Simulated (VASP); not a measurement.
# SeO in VASP: further runs

The runs below take SeO through single point, relaxation of cell and atoms, with PBE.

All numbers are computed with VASP 6.6.1; they aren't measurements. Logs are shortened: lines on timing, memory, paths and dates and some standing lists are left out, and cuts for length are marked.

## Step 1: The cell of the first run

The typed cell holds 2 atoms: a = 2.921 Å, b = 2.921 Å, c = 2.919 Å, α = 90.00°, β = 90.00°, γ = 90.00°.

## Step 2: Single point, PBE

INCAR

```
  PREC = Accurate
  ENCUT = 520
  EDIFF = 1E-6
  ISMEAR = 0
  SIGMA = 0.1
  LREAL = False
  LASPH = True
  NELM = 80
  ALGO = Normal
  ISIF = 2
  LWAVE = False
  LCHARG = False
  GGA = PE
  NBANDS = 13
```

KPOINTS

```
regular mesh
0
Gamma
  6 6 6
```

POSCAR

```
SeO
1.0
    2.9209626769      0.0000000000      0.0000000000
    0.0000000000      2.9209626769      0.0000000000
    0.0000000000      0.0000000000      2.9194394428
Se O
1 1
Direct
    0.5000000000      0.5000000000      0.5000000000
    0.0000000000      0.0000000000      0.0000000000
```

Potentials or basis: VASP PAW PBE potentials, release 64 (Se, O).

Command:

```
cat potpaw_PBE.64/Se/POTCAR potpaw_PBE.64/O/POTCAR > POTCAR
mpirun -np 1 vasp_std > vasp.out
```

OUTCAR:

```text
PREC = Accurate
   ENCUT = 520
   EDIFF = 1E-6
   ISMEAR = 0
   LREAL = False
   LASPH = True
   NELM = 80
   ISIF = 2
   GGA = PE

 ion  position               nearest neighbor table
   1  0.500  0.500  0.500-
   2  0.000  0.000  0.000-

  LATTYP: Found a simple tetragonal cell.
 ALAT       =     2.9209626769
 C/A-ratio  =     0.9994785164

  Lattice vectors:

 A1 = (   2.9209626769,   0.0000000000,   0.0000000000)
 A2 = (   0.0000000000,   2.9209626769,   0.0000000000)
 A3 = (   0.0000000000,   0.0000000000,   2.9194394428)

Analysis of symmetry for initial positions (statically):
=====================================================================
 Subroutine PRICEL returns:
 Original cell was already a primitive cell.

 Routine SETGRP: Setting up the symmetry group for a
 simple tetragonal supercell.

 Subroutine GETGRP returns: Found 16 space group operations
 (whereof 16 operations were pure point group operations)
 out of a pool of 16 trial point group operations.

The static configuration has the point symmetry D_4h.

Analysis of symmetry for dynamics (positions and initial velocities):
=====================================================================
 Subroutine PRICEL returns:
 Original cell was already a primitive cell.

 Routine SETGRP: Setting up the symmetry group for a
 simple tetragonal supercell.

 Subroutine GETGRP returns: Found 16 space group operations
 (whereof 16 operations were pure point group operations)
 out of a pool of 16 trial point group operations.

The dynamic configuration has the point symmetry D_4h.

 Subroutine INISYM returns: Found 16 space group operations
 (whereof 16 operations are pure point group operations),
 and found     1 'primitive' translations

----------------------------------------------------------------------------------------

                                     Primitive cell

  volume of cell :      24.9087

  direct lattice vectors                    reciprocal lattice vectors
     2.920962677  0.000000000  0.000000000     0.342352885  0.000000000  0.000000000
     0.000000000  2.920962677  0.000000000     0.000000000  0.342352885  0.000000000
     0.000000000  0.000000000  2.919439443     0.000000000  0.000000000  0.342531510

  length of vectors
     2.920962677  2.920962677  2.919439443     0.342352885  0.342352885  0.342531510

  position of ions in fractional coordinates (direct lattice)
     0.500000000  0.500000000  0.500000000
     0.000000000  0.000000000  0.000000000

  ion indices of the primitive-cell ions
   primitive index   ion index
                 1           1
                 2           2

----------------------------------------------------------------------------------------

 KPOINTS: regular mesh

Automatic generation of k-mesh.
 Grid dimensions read from file:
 generate k-points for:    6    6    6

 Generating k-lattice:

  Cartesian coordinates                     Fractional coordinates (reciprocal lattice)
     0.057058814  0.000000000  0.000000000     0.166666667  0.000000000  0.000000000
     0.000000000  0.057058814  0.000000000     0.000000000  0.166666667  0.000000000
     0.000000000  0.000000000  0.057088585     0.000000000  0.000000000  0.166666667

  Length of vectors
     0.057058814  0.057058814  0.057088585

  Shift w.r.t. Gamma in fractional coordinates (k-lattice)
     0.000000000  0.000000000  0.000000000

 Subroutine IBZKPT returns following result:
 ===========================================

 Found     40 irreducible k-points:

 Following reciprocal coordinates:
            Coordinates               Weight
  0.000000  0.000000  0.000000      1.000000
  0.166667  0.000000  0.000000      4.000000
  0.333333  0.000000  0.000000      4.000000
  0.500000  0.000000  0.000000      2.000000
  0.166667  0.166667  0.000000      4.000000
  0.333333  0.166667  0.000000      8.000000
[... 16 lines left out ...]
  0.333333  0.000000  0.333333      8.000000
  0.500000  0.000000  0.333333      4.000000
 [... further k-points ...]
   k-points           NKPTS =     40   k-points in BZ     NKDIM =     40   number of bands    NBANDS=     13
   number of dos      NEDOS =    301   number of ions     NIONS =      2
   total plane-waves  NPLWV =  13824
   dimension x,y,z NGX =    24 NGY =   24 NGZ =   24
   dimension x,y,z NGXF=    48 NGYF=   48 NGZF=   48
   ions per type =               1   1
   NGX,Y,Z   is equivalent  to a cutoff of  13.66, 13.66, 13.67 a.u.
   NGXF,Y,Z  is equivalent  to a cutoff of  27.32, 27.32, 27.33 a.u.
 SYSTEM =  unknown system
   PREC   = accura    normal or accurate (medium, high low for compatibility)
   ISTART =      0    job   : 0-new  1-cont  2-samecut
   ICHARG =      2    charge: 1-file 2-atom 10-const
   ISPIN  =      1    spin polarized calculation?
   LNONCOLLINEAR =      F non collinear calculations
   LSORBIT =      F    spin-orbit coupling
   LASPH  =      T    aspherical Exc in radial PAW
   ENCUT  =  520.0 eV  38.22 Ry    6.18 a.u.   5.43  5.43  5.43*2*pi/ulx,y,z
   NELM   =     80;   NELMIN=  2; NELMDL= -5     # of ELM steps
   EDIFF  = 0.1E-05   stopping-criterion for ELM
   LREAL  =      F    real-space projection
   EDIFFG = 0.1E-04   stopping-criterion for IOM
   NSW    =      0    number of steps for IOM
   IBRION =     -1    ionic relax: 0-MD 1-quasi-New 2-CG
   NFREE  =      0    steps in history (QN), initial steepest desc. (CG)
   ISIF   =      2    stress and relaxation
   ISYM   =      2    0-nonsym 1-usesym 2-fastsym
   POTIM  = 0.5000    time-step for ionic-motion
   TEBEG  =    0.0;   TEEND  =   0.0 temperature during run
   PSTRESS=    0.0 pullay stress
   NELECT =      12.0000    total number of electrons
   NUPDOWN=      -1.0000    fix difference up-down
   EMIN   =  10.00;   EMAX   =-10.00  energy-range for DOS
   EFERMI =   0.00;   METHOD = LEGACY
   ISMEAR =     0;   SIGMA  =   0.10  broadening in eV -4-tet -1-fermi 0-gaus
   EFERMI_NEDOS =   21; number of points for ismear=-14 and -15
   IALGO  =     38    algorithm
   IMIX   =      4    mixing-type and parameters
     AMIX     =   0.40;   BMIX     =  1.00
     AMIX_MAG =   1.60;   BMIX_MAG =  1.00
  volume/ion in A,a.u.               =      12.45        84.05
  Fermi-wavevector in a.u.,A,eV,Ry     =   1.283369  2.425215 22.409272  1.647035
  Thomas-Fermi vector in A             =   2.415625
   LORBIT       =      0    0 simple, 1 ext, 2 COOP (PROOUT), +10 PAW based schemes
   GGA     = PE    functional components
   LHFCALC =     F    Hartree Fock is set to
   AEXX    =    0.0000 exact exchange contribution
   IVDW    =     0    specifies the selected vdW correction
   LEPSILON=     F    determine dielectric tensor
   LRPA    =     F    only Hartree local field effects (RPA)
 non-spin polarized calculation
 Gauss-broadening in eV      SIGMA  =   0.10
  energy-cutoff  :      520.00
  volume of cell :       24.91
 maximum number of plane-waves:       691
 NGX is ok and might be reduce to    24
   NGX = 11   NGY = 11   NGZ = 11

 number of electron      11.9999995 magnetization

 Free energy of the ion-electron system (eV)
  ---------------------------------------------------
  ext. energy  EPLUGINS =         0.00000000
  ---------------------------------------------------
  free energy    TOTEN  =        -6.87253067 eV

  energy without entropy =       -6.86776666  energy(sigma->0) =       -6.87014866

 E-fermi :   6.1638     XC(G=0): -11.6141

 val. band max:        6.0842155416   @ k =   0.5000   0.1667   0.1667
 cond. band min:       6.1992350594   @ k =   0.5000   0.3333   0.3333
 fundamental gap:      0.1150195178
 Fermi energy:         6.1638399126

 k-point     1 :       0.0000    0.0000    0.0000
  band No.  band energies     occupation
      1     -13.6173      2.00000
      2      -6.3979      2.00000
      3       2.6636      2.00000
      4       2.6636      2.00000
      5       2.6719      2.00000
      6       9.4071      0.00000
      7       9.4071      0.00000
      8       9.4119      0.00000
      9      12.9911      0.00000
     10      12.9969      0.00000
     11      21.4592      0.00000
     12      25.8417      0.00000
     13      25.8548      0.00000

 k-point     2 :       0.1667    0.0000    0.0000
  band No.  band energies     occupation
      1     -13.3064      2.00000
      2      -6.7652      2.00000
      3       2.2660      2.00000
      4       2.9346      2.00000
      5       2.9424      2.00000
      6       7.7181      0.00000
      7       9.0827      0.00000
      8       9.0888      0.00000
      9      13.3998      0.00000
     10      15.3957      0.00000
     11      22.7356      0.00000
     12      24.3382      0.00000
     13      24.3490      0.00000

 k-point     3 :       0.3333    0.0000    0.0000
  band No.  band energies     occupation
      1     -12.5030      2.00000
      2      -7.7798      2.00000
      3       2.0194      2.00000
      4       3.6048      2.00000
      5       3.6110      2.00000
      6       5.5026      2.00000
      7       8.2726      0.00000
      8       8.2820      0.00000
      9      14.4984      0.00000
     10      18.9215      0.00000
     11      21.8335      0.00000
     12      22.8587      0.00000
     13      22.8668      0.00000
[... 305 lines left out ...]
 k-point    23 :       0.3333    0.0000    0.3333
  band No.  band energies     occupation
      1     -11.7373      2.00000
      2      -7.2851      2.00000
      3      -0.5491      2.00000
      4       1.6452      2.00000
      5       4.1333      2.00000
      6       5.9716      1.99344
      7       7.7615      0.00000
      8       8.5108      0.00000
      9      16.8947      0.00000
     10      17.5438      0.00000
     11      20.7854      0.00000
     12      22.3206      0.00000
     13      23.9850      0.00000

 k-point    24 :       0.5000    0.0000    0.3333
  band No.  band energies     occupation
      1     -11.4167      2.00000
      2      -7.1690      2.00000
      3      -0.6475      2.00000
      4       0.1475      2.00000
      5       4.3336      2.00000
      6       6.8011      0.00000
      7       7.4690      0.00000
      8       8.5748      0.00000
      9      15.9375      0.00000
     10      17.9525      0.00000
     11      20.4629      0.00000
     12      21.1374      0.00000
     13      25.2541      0.00000

 [... further k-points ...]
[... 5 lines left out ...]
  --------------------------------------------------------------------------------------
  -------------------------------------------------------------------------------------
  Total       -0.0143319     -0.0143319     -0.0049825      0.0000000     -0.0000000      0.0000000
  in kB       -0.9218536     -0.9218536     -0.3204857      0.0000000     -0.0000000      0.0000000
  external PRESSURE =      -0.7213976 kB  Pullay stress =       0.0000000 kB

 VOLUME and BASIS-vectors are now :
 -----------------------------------------------------------------------------
  energy-cutoff  :      520.00
  volume of cell :       24.91
      direct lattice vectors                 reciprocal lattice vectors
     2.920962677  0.000000000  0.000000000     0.342352885  0.000000000  0.000000000
     0.000000000  2.920962677  0.000000000     0.000000000  0.342352885  0.000000000
     0.000000000  0.000000000  2.919439443     0.000000000  0.000000000  0.342531510

 POSITION                                       TOTAL-FORCE (eV/Angst)
 -----------------------------------------------------------------------------------
      1.46048      1.46048      1.45972         0.000000      0.000000      0.000000
      0.00000      0.00000      0.00000         0.000000      0.000000      0.000000
 -----------------------------------------------------------------------------------
    total drift:                                0.000000      0.000000     -0.000000

  FREE ENERGIE OF THE ION-ELECTRON SYSTEM (eV)
  ---------------------------------------------------
  free  energy   TOTEN  =        -6.8725306705 eV

  energy  without entropy=       -6.8677666593  energy(sigma->0) =       -6.87014866
```

Wall time 4.8 s (1 thread of Intel Xeon 6975P-C (Granite Rapids), shared host); peak memory 0.14 GiB.

Results:

```yaml
Free_energy: -6.8725 eV
Pressure: -0.1 GPa
Band_gap_on_the_k_mesh: zero (bands 6 and 7 overlap by 7.02 eV)
```

Levels at points of the mesh, in eV from the Fermi level:
```
           k point  band 3  band 4  band 5  band 6  band 7  band 8  band 9  band 10
(0.00, 0.00, 0.00)   -3.50   -3.50   -3.49    3.24    3.24    3.25    6.83     6.83
(0.50, 0.00, 0.00)   -3.88   -2.11   -2.10   -1.83    1.57    1.58    9.24    13.83
(0.50, 0.50, 0.00)   -7.47   -7.47   -1.73    1.39    1.39    2.76    8.57    11.83
(0.00, 0.00, 0.50)   -3.89   -2.11   -2.11   -1.83    1.57    1.57    9.24    13.82
(0.50, 0.00, 0.50)   -7.47   -7.47   -1.73    1.39    1.39    2.75    8.56    11.82
(0.50, 0.50, 0.50)   -4.13   -4.13   -4.13   -3.78   -3.77   -3.77   12.48    12.48
```

(Part 1 of 3 ends here.)

The gap in the log of VASP goes by the Fermi energy; the results here count the filled bands.